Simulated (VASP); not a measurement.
# MgO (Fm-3m) in VASP: density of states with PBE

Aim: the density of states of MgO with PBE.

Program: VASP 6.6.1. These are calculated values, not measurements. Logs are shortened: lines on timing, memory, paths and dates and some standing lists are left out, and cuts for length are marked.

**1. The cell of the first run**

Symmetry: Fm-3m, No. 225, cubic system. Conventional cell: a = 4.151 Å, b = 4.151 Å, c = 4.151 Å, α = 90.00°, β = 90.00°, γ = 90.00°. Mg (site symmetry m-3m) has 6 O at 2.08 Å within 2.7 Å. Within 2.7 Å of O (site symmetry m-3m) lie 6 Mg at 2.08 Å.

**2. Density of states, PBE**

File POSCAR:

```
MgO
1.0
    0.0000000000      2.0755077500      2.0755077500
    2.0755077500      0.0000000000      2.0755077500
    2.0755077500      2.0755077500      0.0000000000
Mg O
1 1
Direct
    0.0000000000      0.0000000000      0.0000000000
    0.5000000000      0.5000000000      0.5000000000
```

File INCAR.step1:

```
SYSTEM = MgO
PREC     = Accurate       ! precision mode
ENCUT    = 520            ! plane-wave cutoff, eV
EDIFF    = 1E-7           ! SCF threshold, eV
ISMEAR   = 0              ! smearing method
SIGMA    = 0.0534         ! smearing width, eV
LREAL    = .False.        ! projectors in reciprocal space
LASPH    = .True.         ! aspherical terms in the spheres
NELM     = 60             ! most SCF steps
ALGO     = Normal         ! electronic algorithm
ISIF     = 2              ! what is computed and relaxed
LWAVE    = .False.        ! write WAVECAR
LCHARG   = .True.         ! write CHGCAR
GGA      = PE             ! functional
NBANDS   = 11             ! bands
```

File KPOINTS.step1:

```
Automatic mesh
0
Gamma
  11 11 11
  0 0 0
```

File INCAR.step2:

```
SYSTEM = MgO
PREC     = Accurate       ! precision mode
ENCUT    = 520            ! plane-wave cutoff, eV
EDIFF    = 1E-7           ! SCF threshold, eV
ISMEAR   = -5             ! smearing method
SIGMA    = 0.0534         ! smearing width, eV
LREAL    = .False.        ! projectors in reciprocal space
LASPH    = .True.         ! aspherical terms in the spheres
NELM     = 60             ! most SCF steps
ALGO     = Normal         ! electronic algorithm
ISIF     = 2              ! what is computed and relaxed
LWAVE    = .False.        ! write WAVECAR
LCHARG   = .False.        ! write CHGCAR
GGA      = PE             ! functional
LORBIT   = 10             ! projections on sites
NBANDS   = 11             ! bands
NEDOS    = 2001           ! points of the DOS
ICHARG   = 11             ! starting density
```

File KPOINTS.step2:

```
Automatic mesh
0
Gamma
  17 17 17
  0 0 0
```

Potentials or basis: VASP PAW PBE potentials, release 64 (Mg, O).

Started as:

```
$ cat potpaw_PBE.64/Mg/POTCAR potpaw_PBE.64/O/POTCAR > POTCAR
$ cp INCAR.step1 INCAR
$ cp KPOINTS.step1 KPOINTS
$ mpirun -np 1 vasp_std > vasp.out
$ cp INCAR.step2 INCAR
$ cp KPOINTS.step2 KPOINTS
$ mpirun -np 1 vasp_std > vasp.out
```

OUTCAR:

```text
SYSTEM = MgO
   PREC = Accurate
   ENCUT = 520
   EDIFF = 1E-7
   ISMEAR = -5
   LREAL = .False.
   LASPH = .True.
   NELM = 60
   ISIF = 2
   GGA = PE
   LORBIT = 10
   ICHARG = 11

 ion  position               nearest neighbor table
   1  0.000  0.000  0.000-   2 2.08   2 2.08   2 2.08   2 2.08   2 2.08   2 2.08
   2  0.500  0.500  0.500-   1 2.08   1 2.08   1 2.08   1 2.08   1 2.08   1 2.08

  LATTYP: Found a face centered cubic cell.
 ALAT       =     4.1510155000

  Lattice vectors:

 A1 = (   0.0000000000,   2.0755077500,   2.0755077500)
 A2 = (   2.0755077500,   0.0000000000,   2.0755077500)
 A3 = (   2.0755077500,   2.0755077500,   0.0000000000)

Analysis of symmetry for initial positions (statically):
=====================================================================
 Subroutine PRICEL returns:
 Original cell was already a primitive cell.

 Routine SETGRP: Setting up the symmetry group for a
 face centered cubic supercell.

 Subroutine GETGRP returns: Found 48 space group operations
 (whereof 48 operations were pure point group operations)
 out of a pool of 48 trial point group operations.

The static configuration has the point symmetry O_h .

Analysis of symmetry for dynamics (positions and initial velocities):
=====================================================================
 Subroutine PRICEL returns:
 Original cell was already a primitive cell.

 Routine SETGRP: Setting up the symmetry group for a
 face centered cubic supercell.

 Subroutine GETGRP returns: Found 48 space group operations
 (whereof 48 operations were pure point group operations)
 out of a pool of 48 trial point group operations.

The dynamic configuration has the point symmetry O_h .

 Subroutine INISYM returns: Found 48 space group operations
 (whereof 48 operations are pure point group operations),
 and found     1 'primitive' translations

----------------------------------------------------------------------------------------

                                     Primitive cell

  volume of cell :      17.8815

  direct lattice vectors                    reciprocal lattice vectors
     0.000000000  2.075507750  2.075507750    -0.240904906  0.240904906  0.240904906
     2.075507750  0.000000000  2.075507750     0.240904906 -0.240904906  0.240904906
     2.075507750  2.075507750  0.000000000     0.240904906  0.240904906 -0.240904906

  length of vectors
     2.935211209  2.935211209  2.935211209     0.417259537  0.417259537  0.417259537

  position of ions in fractional coordinates (direct lattice)
     0.000000000  0.000000000  0.000000000
     0.500000000  0.500000000  0.500000000

  ion indices of the primitive-cell ions
   primitive index   ion index
                 1           1
                 2           2

----------------------------------------------------------------------------------------

 KPOINTS: Automatic mesh

Automatic generation of k-mesh.
 Grid dimensions read from file:
 generate k-points for:   17   17   17

 Generating k-lattice:

  Cartesian coordinates                     Fractional coordinates (reciprocal lattice)
    -0.014170877  0.014170877  0.014170877     0.058823529  0.000000000  0.000000000
     0.014170877 -0.014170877  0.014170877     0.000000000  0.058823529  0.000000000
     0.014170877  0.014170877 -0.014170877     0.000000000  0.000000000  0.058823529

  Length of vectors
     0.024544679  0.024544679  0.024544679

  Shift w.r.t. Gamma in fractional coordinates (k-lattice)
     0.000000000  0.000000000  0.000000000

 TETIRR: Found    693 inequivalent tetrahedra from    29478

 Subroutine IBZKPT returns following result:
 ===========================================

 Found    165 irreducible k-points:

 Following reciprocal coordinates:
            Coordinates               Weight
  0.000000  0.000000  0.000000      1.000000
  0.058824  0.000000  0.000000      8.000000
  0.117647  0.000000  0.000000      8.000000
  0.176471  0.000000  0.000000      8.000000
  0.235294  0.000000  0.000000      8.000000
  0.294118  0.000000  0.000000      8.000000
[... 16 lines left out ...]
 -0.176471  0.058824  0.000000     24.000000
 -0.117647  0.058824  0.000000     24.000000
 [... further k-points ...]
   k-points           NKPTS =    165   k-points in BZ     NKDIM =    165   number of bands    NBANDS=     11
   number of dos      NEDOS =   2001   number of ions     NIONS =      2
   total plane-waves  NPLWV =  13824
   dimension x,y,z NGX =    24 NGY =   24 NGZ =   24
   dimension x,y,z NGXF=    48 NGYF=   48 NGZF=   48
   ions per type =               1   1
   NGX,Y,Z   is equivalent  to a cutoff of  13.59, 13.59, 13.59 a.u.
   NGXF,Y,Z  is equivalent  to a cutoff of  27.19, 27.19, 27.19 a.u.
 SYSTEM =  MgO
   PREC   = accura    normal or accurate (medium, high low for compatibility)
   ISTART =      0    job   : 0-new  1-cont  2-samecut
   ICHARG =     11    charge: 1-file 2-atom 10-const
   ISPIN  =      1    spin polarized calculation?
   LNONCOLLINEAR =      F non collinear calculations
   LSORBIT =      F    spin-orbit coupling
   LASPH  =      T    aspherical Exc in radial PAW
   ENCUT  =  520.0 eV  38.22 Ry    6.18 a.u.   5.46  5.46  5.46*2*pi/ulx,y,z
   NELM   =     60;   NELMIN=  2; NELMDL=  0     # of ELM steps
   EDIFF  = 0.1E-06   stopping-criterion for ELM
   LREAL  =      F    real-space projection
   EDIFFG = 0.1E-05   stopping-criterion for IOM
   NSW    =      0    number of steps for IOM
   IBRION =     -1    ionic relax: 0-MD 1-quasi-New 2-CG
   NFREE  =      0    steps in history (QN), initial steepest desc. (CG)
   ISIF   =      2    stress and relaxation
   ISYM   =      2    0-nonsym 1-usesym 2-fastsym
   POTIM  = 0.5000    time-step for ionic-motion
   TEBEG  =    0.0;   TEEND  =   0.0 temperature during run
   PSTRESS=    0.0 pullay stress
   NELECT =       8.0000    total number of electrons
   NUPDOWN=      -1.0000    fix difference up-down
   EMIN   =  10.00;   EMAX   =-10.00  energy-range for DOS
   EFERMI =   0.00;   METHOD = LEGACY
   ISMEAR =    -5;   SIGMA  =   0.05  broadening in eV -4-tet -1-fermi 0-gaus
   EFERMI_NEDOS =   21; number of points for ismear=-14 and -15
   IALGO  =     38    algorithm
   IMIX   =      4    mixing-type and parameters
     AMIX     =   0.40;   BMIX     =  1.00
     AMIX_MAG =   1.60;   BMIX_MAG =  1.00
  volume/ion in A,a.u.               =       8.94        60.34
  Fermi-wavevector in a.u.,A,eV,Ry     =   1.252095  2.366116 21.330409  1.567741
  Thomas-Fermi vector in A             =   2.386011
   LORBIT       =     10    0 simple, 1 ext, 2 COOP (PROOUT), +10 PAW based schemes
   GGA     = PE    functional components
   LHFCALC =     F    Hartree Fock is set to
   AEXX    =    0.0000 exact exchange contribution
   IVDW    =     0    specifies the selected vdW correction
   LEPSILON=     F    determine dielectric tensor
   LRPA    =     F    only Hartree local field effects (RPA)
 non-spin polarized calculation
 Fermi weights with tetrahedron method with Bloechl corrections
  energy-cutoff  :      520.00
  volume of cell :       17.88
 maximum number of plane-waves:       531
 NGX is ok and might be reduce to    24

 number of electron       8.0000000 magnetization

 Free energy of the ion-electron system (eV)
  ---------------------------------------------------
  ext. energy  EPLUGINS =         0.00000000
  ---------------------------------------------------
  free energy    TOTEN  =       -11.86533295 eV

  energy without entropy =      -11.86533295  energy(sigma->0) =      -11.86533295

 E-fermi :   3.5442     XC(G=0): -11.2881

 val. band max:        3.5237023077   @ k =   0.0000   0.0000   0.0000
 cond. band min:       8.6883697753   @ k =   0.0000   0.0000   0.0000
 fundamental gap:      5.1646674676
 Fermi energy:         3.5442233899

 k-point     1 :       0.0000    0.0000    0.0000
  band No.  band energies     occupation
      1     -13.9707      2.00000
      2       3.5237      2.00000
      3       3.5237      2.00000
      4       3.5237      2.00000
      5       8.6884      0.00000
      6      19.5711      0.00000
      7      19.5711      0.00000
      8      19.5711      0.00000
      9      23.6049      0.00000
     10      25.4303      0.00000
     11      25.4303      0.00000

 k-point     2 :       0.0588    0.0000    0.0000
  band No.  band energies     occupation
      1     -13.9304      2.00000
      2       3.2752      2.00000
      3       3.4977      2.00000
      4       3.4977      2.00000
      5       8.9255      0.00000
      6      19.0150      0.00000
      7      19.6639      0.00000
      8      19.6639      0.00000
      9      24.3514      0.00000
     10      25.1448      0.00000
     11      25.1448      0.00000

 k-point     3 :       0.1176    0.0000    0.0000
  band No.  band energies     occupation
      1     -13.8137      2.00000
      2       2.6479      2.00000
      3       3.4244      2.00000
      4       3.4244      2.00000
      5       9.5108      0.00000
      6      18.0026      0.00000
      7      19.9172      0.00000
      8      19.9172      0.00000
      9      24.6008      0.00000
     10      24.6008      0.00000
     11      25.7570      0.00000

 k-point     4 :       0.1765    0.0000    0.0000
  band No.  band energies     occupation
      1     -13.6305      2.00000
      2       1.8394      2.00000
      3       3.3157      2.00000
      4       3.3157      2.00000
      5      10.2234      0.00000
      6      17.0974      0.00000
      7      20.2472      0.00000
      8      20.2472      0.00000
      9      24.1742      0.00000
     10      24.1742      0.00000
     11      26.5025      0.00000
[... 239 lines left out ...]
 k-point    22 :      -0.2353    0.0588    0.0000
  band No.  band energies     occupation
      1     -13.2871      2.00000
      2       0.7017      2.00000
      3       2.9786      2.00000
      4       3.1775      2.00000
      5      11.2139      0.00000
      6      16.2478      0.00000
      7      20.3082      0.00000
      8      20.7383      0.00000
      9      23.3948      0.00000
     10      24.8009      0.00000
     11      26.7154      0.00000

 k-point    23 :      -0.1765    0.0588    0.0000
  band No.  band energies     occupation
      1     -13.5273      2.00000
      2       1.5082      2.00000
      3       3.1255      2.00000
      4       3.3037      2.00000
      5      10.5996      0.00000
      6      16.7135      0.00000
      7      20.2504      0.00000
      8      20.5043      0.00000
      9      23.3527      0.00000
     10      24.6613      0.00000
     11      26.9577      0.00000

 k-point    24 :      -0.1176    0.0588    0.0000
  band No.  band energies     occupation
      1     -13.7266      2.00000
      2       2.2939      2.00000
      3       3.2723      2.00000
      4       3.4093      2.00000
      5       9.8984      0.00000
      6      17.4692      0.00000
      7      20.0496      0.00000
      8      20.1242      0.00000
      9      23.7777      0.00000
     10      24.8493      0.00000
     11      26.5356      0.00000

 [... further k-points ...]

------------------------ aborting loop because EDIFF is reached ----------------------------------------

  FORCE on cell =-STRESS in cart. coord.  units (eV):
  Direction    XX          YY          ZZ          XY          YZ          ZX
  --------------------------------------------------------------------------------------
  -------------------------------------------------------------------------------------
  Total        1.3414387      1.3414387      1.3414387     -0.0000000     -0.0000000      0.0000000
  in kB      120.1927679    120.1927679    120.1927679     -0.0000000     -0.0000000      0.0000000
  external PRESSURE =     120.1927679 kB  Pullay stress =       0.0000000 kB

 VOLUME and BASIS-vectors are now :
 -----------------------------------------------------------------------------
  energy-cutoff  :      520.00
  volume of cell :       17.88
      direct lattice vectors                 reciprocal lattice vectors
     0.000000000  2.075507750  2.075507750    -0.240904906  0.240904906  0.240904906
     2.075507750  0.000000000  2.075507750     0.240904906 -0.240904906  0.240904906
     2.075507750  2.075507750  0.000000000     0.240904906  0.240904906 -0.240904906

 POSITION                                       TOTAL-FORCE (eV/Angst)
 -----------------------------------------------------------------------------------
      0.00000      0.00000      0.00000         0.000000      0.000000      0.000000
      2.07551      2.07551      2.07551        -0.000000     -0.000000     -0.000000
 -----------------------------------------------------------------------------------
    total drift:                               -0.000000     -0.000000      0.000000

  FREE ENERGIE OF THE ION-ELECTRON SYSTEM (eV)
  ---------------------------------------------------
  free  energy   TOTEN  =       -11.8653329502 eV

  energy  without entropy=      -11.8653329502  energy(sigma->0) =      -11.86533295

 total charge

# of ion       s       p       d       tot
------------------------------------------
    1        0.155   0.193   0.088   0.437
    2        1.543   3.587   0.000   5.130
--------------------------------------------------
tot          1.698   3.780   0.088   5.567
```

It took 13 s on 1 thread of Intel Xeon Platinum 8488C (Sapphire Rapids), shared host; peak memory 0.15 GiB.

Results:

| Item | Value |
| --- | --- |
| Valence electrons inside the program's atomic spheres | Mg 0.44; O 5.13 |
